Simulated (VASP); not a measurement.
# TePbS4 (P6/mmm) in VASP: single point with PBE

Aim: the single point of TePbS4 with PBE.

Everything below comes from runs of VASP 6.6.1. Logs are shortened: lines on timing, memory, paths and dates and some standing lists are left out, and cuts for length are marked.

### Step 1. The cell of the first run

Symmetry: P6/mmm, No. 191, hexagonal system. The conventional cell has a = 4.937 Å, b = 4.937 Å, c = 10.491 Å, α = 90.00°, β = 90.00°, γ = 120.00°. Te (site symmetry 6/mmm) has 2 S at 2.38 Å within 3.1 Å. Pb (site symmetry 6/mmm) has 8 S at 2.85 to 2.87 Å within 3.8 Å. Within 3.1 Å of S (site symmetry 6mm) lie 1 Te at 2.38 Å and 1 Pb at 2.87 Å. S (site symmetry -6m2) has 3 Pb at 2.85 Å and 3 S at 2.85 Å within 3.8 Å.

### Step 2. Single point, PBE

The input, INCAR:

```
SYSTEM = TePbS4
ALGO = Normal
EDIFF = 1E-6
ENCUT = 500
GGA = PE
GGA_COMPAT = .False.
ISIF = 2
ISMEAR = 0
LASPH = .True.
LCHARG = .False.
LREAL = .False.
LWAVE = .False.
NBANDS = 31
NELM = 120
PREC = Accurate
SIGMA = 0.15
```

The input, KPOINTS:

```
k-points
0
Gamma
  3 3 2
  0 0 0
```

The input, POSCAR:

```
TePbS4
1.0
    4.9367520368     -0.0000000026      0.0000000000
   -2.4683760161      4.2753526774      0.0000000000
    0.0000000000      0.0000000000     10.4905999428
Te Pb S
1 1 4
Direct
    0.0000000000      0.0000000000      0.5000000000
    0.0000000000      0.0000000000      0.0000000000
    0.0000000000      0.0000000000      0.7266394072
    0.0000000000      0.0000000000      0.2733605928
    0.3333333333      0.6666666667      0.0000000000
    0.6666666667      0.3333333333      0.0000000000
```

Potentials or basis: VASP PAW PBE potentials, release 64 (Te, Pb_d, S).

Run with:

```
$ cat potpaw_PBE.64/Te/POTCAR potpaw_PBE.64/Pb_d/POTCAR potpaw_PBE.64/S/POTCAR > POTCAR
$ mpirun -np 1 vasp_std > vasp.out
```

OUTCAR:

```text
SYSTEM = TePbS4
   EDIFF = 1E-6
   ENCUT = 500
   GGA = PE
   ISIF = 2
   ISMEAR = 0
   LASPH = .True.
   LREAL = .False.
   NELM = 120
   PREC = Accurate

 ion  position               nearest neighbor table
   1  0.000  0.000  0.500-   3 2.38   4 2.38
   2  0.000  0.000  0.000-   5 2.85   6 2.85   6 2.85   5 2.85   6 2.85   5 2.85   3 2.87   4 2.87

   3  0.000  0.000  0.727-   1 2.38   2 2.87
   4  0.000  0.000  0.273-   1 2.38   2 2.87
   5  0.333  0.667  0.000-   2 2.85   2 2.85   2 2.85
   6  0.667  0.333  0.000-   2 2.85   2 2.85   2 2.85

  LATTYP: Found a hexagonal cell.
 ALAT       =     4.9367520368
 C/A-ratio  =     2.1250003777

  Lattice vectors:

 A1 = (   4.9367520368,  -0.0000000026,   0.0000000000)
 A2 = (  -2.4683760161,   4.2753526774,   0.0000000000)
 A3 = (   0.0000000000,   0.0000000000,  10.4905999428)

Analysis of symmetry for initial positions (statically):
=====================================================================
 Subroutine PRICEL returns:
 Original cell was already a primitive cell.

 Routine SETGRP: Setting up the symmetry group for a
 hexagonal supercell.

 Subroutine GETGRP returns: Found 24 space group operations
 (whereof 24 operations were pure point group operations)
 out of a pool of 24 trial point group operations.

The static configuration has the point symmetry D_6h.

Analysis of symmetry for dynamics (positions and initial velocities):
=====================================================================
 Subroutine PRICEL returns:
 Original cell was already a primitive cell.

 Routine SETGRP: Setting up the symmetry group for a
 hexagonal supercell.

 Subroutine GETGRP returns: Found 24 space group operations
 (whereof 24 operations were pure point group operations)
 out of a pool of 24 trial point group operations.

The dynamic configuration has the point symmetry D_6h.

 Subroutine INISYM returns: Found 24 space group operations
 (whereof 24 operations are pure point group operations),
 and found     1 'primitive' translations

----------------------------------------------------------------------------------------

                                     Primitive cell

  volume of cell :     221.4183

  direct lattice vectors                    reciprocal lattice vectors
     4.936752037 -0.000000003  0.000000000     0.202562331  0.116949416  0.000000000
    -2.468376016  4.275352677  0.000000000     0.000000000  0.233898833  0.000000000
     0.000000000  0.000000000 10.490599943     0.000000000  0.000000000  0.095323433

  length of vectors
     4.936752037  4.936752037 10.490599943     0.233898833  0.233898833  0.095323433

  position of ions in fractional coordinates (direct lattice)
     0.000000000  0.000000000  0.500000000
     0.000000000  0.000000000  0.000000000
     0.000000000  0.000000000  0.726639407
     0.000000000  0.000000000  0.273360593
     0.333333333  0.666666667  0.000000000
     0.666666667  0.333333333  0.000000000

  ion indices of the primitive-cell ions
   primitive index   ion index
                 1           1
                 2           2
                 3           3
                 4           4
                 5           5
                 6           6

----------------------------------------------------------------------------------------

 KPOINTS: k-points

Automatic generation of k-mesh.
 Grid dimensions read from file:
 generate k-points for:    3    3    2

 Generating k-lattice:

  Cartesian coordinates                     Fractional coordinates (reciprocal lattice)
     0.067520777  0.038983139  0.000000000     0.333333333  0.000000000  0.000000000
     0.000000000  0.077966278  0.000000000    -0.000000000  0.333333333  0.000000000
     0.000000000  0.000000000  0.047661716     0.000000000  0.000000000  0.500000000

  Length of vectors
     0.077966278  0.077966278  0.047661716

  Shift w.r.t. Gamma in fractional coordinates (k-lattice)
     0.000000000  0.000000000  0.000000000

 Subroutine IBZKPT returns following result:
 ===========================================

 Found      6 irreducible k-points:

 Following reciprocal coordinates:
            Coordinates               Weight
  0.000000  0.000000  0.000000      1.000000
  0.333333  0.000000  0.000000      6.000000
  0.333333  0.333333  0.000000      2.000000
  0.000000  0.000000  0.500000      1.000000
  0.333333  0.000000  0.500000      6.000000
  0.333333  0.333333  0.500000      2.000000
   k-points           NKPTS =      6   k-points in BZ     NKDIM =      6   number of bands    NBANDS=     31
   number of dos      NEDOS =    301   number of ions     NIONS =      6
   total plane-waves  NPLWV = 103680
   dimension x,y,z NGX =    36 NGY =   36 NGZ =   80
   dimension x,y,z NGXF=    72 NGYF=   72 NGZF=  160
   ions per type =               1   1   4
   NGX,Y,Z   is equivalent  to a cutoff of  12.12, 12.12, 12.68 a.u.
   NGXF,Y,Z  is equivalent  to a cutoff of  24.25, 24.25, 25.36 a.u.
 SYSTEM =  TePbS4
   PREC   = accura    normal or accurate (medium, high low for compatibility)
   ISTART =      0    job   : 0-new  1-cont  2-samecut
   ICHARG =      2    charge: 1-file 2-atom 10-const
   ISPIN  =      1    spin polarized calculation?
   LNONCOLLINEAR =      F non collinear calculations
   LSORBIT =      F    spin-orbit coupling
   LASPH  =      T    aspherical Exc in radial PAW
   ENCUT  =  500.0 eV  36.75 Ry    6.06 a.u.   9.00  9.00 19.13*2*pi/ulx,y,z
   NELM   =    120;   NELMIN=  2; NELMDL= -5     # of ELM steps
   EDIFF  = 0.1E-05   stopping-criterion for ELM
   LREAL  =      F    real-space projection
   EDIFFG = 0.1E-04   stopping-criterion for IOM
   NSW    =      0    number of steps for IOM
   IBRION =     -1    ionic relax: 0-MD 1-quasi-New 2-CG
   NFREE  =      0    steps in history (QN), initial steepest desc. (CG)
   ISIF   =      2    stress and relaxation
   ISYM   =      2    0-nonsym 1-usesym 2-fastsym
   POTIM  = 0.5000    time-step for ionic-motion
   TEBEG  =    0.0;   TEEND  =   0.0 temperature during run
   PSTRESS=    0.0 pullay stress
   NELECT =      44.0000    total number of electrons
   NUPDOWN=      -1.0000    fix difference up-down
   EMIN   =  10.00;   EMAX   =-10.00  energy-range for DOS
   EFERMI =   0.00;   METHOD = LEGACY
   ISMEAR =     0;   SIGMA  =   0.15  broadening in eV -4-tet -1-fermi 0-gaus
   EFERMI_NEDOS =   21; number of points for ismear=-14 and -15
   IALGO  =     38    algorithm
   IMIX   =      4    mixing-type and parameters
     AMIX     =   0.40;   BMIX     =  1.00
     AMIX_MAG =   1.60;   BMIX_MAG =  1.00
  volume/ion in A,a.u.               =      36.90       249.03
  Fermi-wavevector in a.u.,A,eV,Ry     =   0.955332  1.805317 12.417494  0.912660
  Thomas-Fermi vector in A             =   2.084160
   LORBIT       =      0    0 simple, 1 ext, 2 COOP (PROOUT), +10 PAW based schemes
   GGA     = PE    functional components
   LHFCALC =     F    Hartree Fock is set to
   AEXX    =    0.0000 exact exchange contribution
   IVDW    =     0    specifies the selected vdW correction
   LEPSILON=     F    determine dielectric tensor
   LRPA    =     F    only Hartree local field effects (RPA)
 non-spin polarized calculation
 Gauss-broadening in eV      SIGMA  =   0.15
  energy-cutoff  :      500.00
  volume of cell :      221.42
 maximum number of plane-waves:      5664
 NGX is ok and might be reduce to    36
   NGX = 17   NGY = 17   NGZ = 39

 number of electron      43.9999997 magnetization

 Free energy of the ion-electron system (eV)
  ---------------------------------------------------
  ext. energy  EPLUGINS =         0.00000000
  ---------------------------------------------------
  free energy    TOTEN  =       -19.61202813 eV

  energy without entropy =      -19.49746587  energy(sigma->0) =      -19.55474700

 E-fermi :   1.2578     XC(G=0):  -7.3623

 val. band max:        1.2102323959   @ k =   0.3333   0.0000   0.0000
 cond. band min:       1.2773154556   @ k =   0.3333   0.0000   0.5000
 fundamental gap:      0.0670830597
 Fermi energy:         1.2578163107

 k-point     1 :       0.0000    0.0000    0.0000
  band No.  band energies     occupation
      1     -15.4213      2.00000
      2     -15.2927      2.00000
      3     -15.2927      2.00000
      4     -15.2350      2.00000
      5     -15.2350      2.00000
      6     -12.4729      2.00000
[... 23 lines left out ...]
     30       7.7760      0.00000
     31       7.9187      0.00000

 k-point     2 :       0.3333    0.0000    0.0000
  band No.  band energies     occupation
      1     -15.3794      2.00000
      2     -15.3190      2.00000
      3     -15.2728      2.00000
      4     -15.2392      2.00000
      5     -15.2359      2.00000
      6     -12.1286      2.00000
[... 23 lines left out ...]
     30       7.7896      0.00000
     31       7.8101      0.00000

 k-point     3 :       0.3333    0.3333    0.0000
  band No.  band energies     occupation
      1     -15.3474      2.00000
      2     -15.3065      2.00000
      3     -15.3065      2.00000
      4     -15.2388      2.00000
      5     -15.2388      2.00000
      6     -12.0489      2.00000
[... 23 lines left out ...]
     30       7.7157      0.00000
     31       8.0036      0.00000

 k-point     4 :       0.0000    0.0000    0.5000
  band No.  band energies     occupation
      1     -15.4209      2.00000
      2     -15.2927      2.00000
      3     -15.2927      2.00000
      4     -15.2350      2.00000
      5     -15.2350      2.00000
      6     -12.3908      2.00000
[... 23 lines left out ...]
     30       7.6377      0.00000
     31       7.6378      0.00000

 k-point     5 :       0.3333    0.0000    0.5000
  band No.  band energies     occupation
      1     -15.3790      2.00000
      2     -15.3189      2.00000
      3     -15.2728      2.00000
      4     -15.2392      2.00000
      5     -15.2359      2.00000
      6     -12.0704      2.00000
[... 23 lines left out ...]
     30       6.6064      0.00000
     31       7.7057      0.00000

 k-point     6 :       0.3333    0.3333    0.5000
  band No.  band energies     occupation
      1     -15.3469      2.00000
      2     -15.3065      2.00000
      3     -15.3065      2.00000
      4     -15.2388      2.00000
      5     -15.2388      2.00000
      6     -12.0502      2.00000
[... 23 lines left out ...]
     30       7.8669      0.00000
     31       7.8669      0.00000

------------------------ aborting loop because EDIFF is reached ----------------------------------------

  FORCE on cell =-STRESS in cart. coord.  units (eV):
  Direction    XX          YY          ZZ          XY          YZ          ZX
  --------------------------------------------------------------------------------------
  -------------------------------------------------------------------------------------
  Total        0.0279886      0.0279886     -0.2264330      0.0000000      0.0000000      0.0000000
  in kB        0.2025245      0.2025245     -1.6384634      0.0000000      0.0000000      0.0000000
  external PRESSURE =      -0.4111381 kB  Pullay stress =       0.0000000 kB

 VOLUME and BASIS-vectors are now :
 -----------------------------------------------------------------------------
  energy-cutoff  :      500.00
  volume of cell :      221.42
      direct lattice vectors                 reciprocal lattice vectors
     4.936752037 -0.000000003  0.000000000     0.202562331  0.116949416  0.000000000
    -2.468376016  4.275352677  0.000000000     0.000000000  0.233898833  0.000000000
     0.000000000  0.000000000 10.490599943     0.000000000  0.000000000  0.095323433

 POSITION                                       TOTAL-FORCE (eV/Angst)
 -----------------------------------------------------------------------------------
      0.00000      0.00000      5.24530        -0.000000     -0.000000     -0.000000
      0.00000      0.00000      0.00000        -0.000000     -0.000000     -0.000000
      0.00000      0.00000      7.62288        -0.000000     -0.000000      0.046403
      0.00000      0.00000      2.86772        -0.000000      0.000000     -0.046403
      0.00000      2.85024      0.00000         0.000000     -0.000000     -0.000000
      2.46838      1.42512      0.00000        -0.000000      0.000000     -0.000000
 -----------------------------------------------------------------------------------
    total drift:                                0.000000     -0.000000      0.000000

  FREE ENERGIE OF THE ION-ELECTRON SYSTEM (eV)
  ---------------------------------------------------
  free  energy   TOTEN  =       -19.6120281253 eV

  energy  without entropy=      -19.4974658732  energy(sigma->0) =      -19.55474700
```

It took 38 s on 1 thread of Intel Xeon Platinum 8488C (Sapphire Rapids), shared host; peak memory 0.32 GiB.

What came out:

- Free energy: -19.6120 eV
- Pressure: 0.0 GPa
- Largest force: 0.046 eV/Å
- Band gap on the k mesh: zero (band 22 reaches 1.30 eV, above the bottom of band 23 at 1.21 eV)

Forces in eV/Å, atoms in the order of the input:
```
Te   0.000  0.000  0.000
Pb   0.000  0.000  0.000
S    0.000  0.000  0.046
S    0.000  0.000 -0.046
S    0.000  0.000  0.000
S    0.000  0.000  0.000
```

Stress tensor (GPa, compression positive):
```
 0.02  0.00  0.00
 0.00  0.02  0.00
 0.00  0.00 -0.16
```

Levels at points of the mesh, in eV from the Fermi level:
```tsv
k point	band 18	band 19	band 20	band 21	band 22	band 23	band 24	band 25	band 26	band 27
(0.00, 0.00, 0.00)	-2.13	-2.13	-1.25	-1.25	-0.11	0.04	0.50	0.50	2.98	3.90
(0.00, 0.00, 0.50)	-2.39	-2.39	-1.08	-1.08	-0.88	0.04	0.42	0.42	3.75	4.70
```

Caveat: the k points lie up to 0.49 Å⁻¹ apart; spin-orbit coupling is left out, which moves the levels of the heavy elements.
